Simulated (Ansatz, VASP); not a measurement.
# Two plane-wave programs on Ni

The input INCAR:

```
SYSTEM = Ni
PREC = Accurate
ENCUT = 600
EDIFF = 1E-7
ISMEAR = 0
SIGMA = 0.1
LREAL = .FALSE.
LASPH = .TRUE.
NELM = 150
ALGO = Fast
ISIF = 3
LWAVE = .FALSE.
LCHARG = .FALSE.
ISPIN = 2
MAGMOM = 0.81
LORBIT = 11
LMAXMIX = 4
GGA = PS
IBRION = 2
NSW = 100
EDIFFG = -0.005
```

Contents of KPOINTS:

```
Automatic mesh
0
G
  20 20 20
  0 0 0
```

The input POSCAR:

```
Ni
1.0
    0.0000000000      1.7375729300      1.7375729300
    1.7375729300      0.0000000000      1.7375729300
    1.7375729300      1.7375729300      0.0000000000
Ni
1
Direct
    0.0000000000      0.0000000000      0.0000000000
```

Input for Ansatz:

```yaml
crystal:
  lattice:
    - [0.0, 1.73757293, 1.73757293]
    - [1.73757293, 0.0, 1.73757293]
    - [1.73757293, 1.73757293, 0.0]
  atoms:
    - { symbol: Ni, position: [0.0, 0.0, 0.0], spin: 0.81 }
basis:
  ecutwfc: 420
kpoints:
  mp_grid: { grid: [20, 20, 20] }
hamiltonian:
  xc: pbesol
scf:
  occupations: { method: gaussian, width: 0.1 }
output:
  forces: true
  stress: true
  eigenvalues: true
  populations: true
magnetization:
  spin_polarized: true
relax:
  adjacent_minimum: "off"
  f_tol: 0.005
  max_steps: 80
  cell: { stress_tol: 0.05 }
```

Alike in both runs: task relaxation of cell and atoms; functional PBEsol; k mesh 20 × 20 × 20; occupations gaussian, width 0.1 eV; collinear spin.

|  | VASP | Ansatz |
| --- | --- | --- |
| version | VASP 6.6.1 | Ansatz 0.2.0 |
| potentials or method | VASP PAW PBE potentials, release 64 (Ni), cutoff 600 eV | scalar-relativistic, plane waves, PAW |
| valence electrons in the cell | 10 | 18 |

Ansatz gave:

| Property | Result |
| --- | --- |
| gap on the k mesh at the Fermi level, each at its own relaxed structure (eV) | none |
| net moment per atom (μB) | 0.63 |
| size of the moment on the site where the two differ most (μB) | 0.67 |
| relaxed volume (Å³/atom) | 10.38 |
| relaxed cell length with the largest relative difference (Å) | 2.449 |

Question: Estimate VASP's values.

Answer: gap on the k mesh at the Fermi level, each at its own relaxed structure (eV): none; net moment per atom (μB): 0.62; size of the moment on the site where the two differ most (μB): 0.63; relaxed volume (Å³/atom): 10.38; relaxed cell length with the largest relative difference (Å): 2.448.

VASP's potentials were made for PBE, not for PBEsol. Site moments also hang on the region over which each program counts them. A gap of «none» marks a metal or a gap that the smearing closes. VASP's potentials hold 10 valence electrons a cell and Ansatz's 18, so a difference there can come from the potentials and not from the codes.
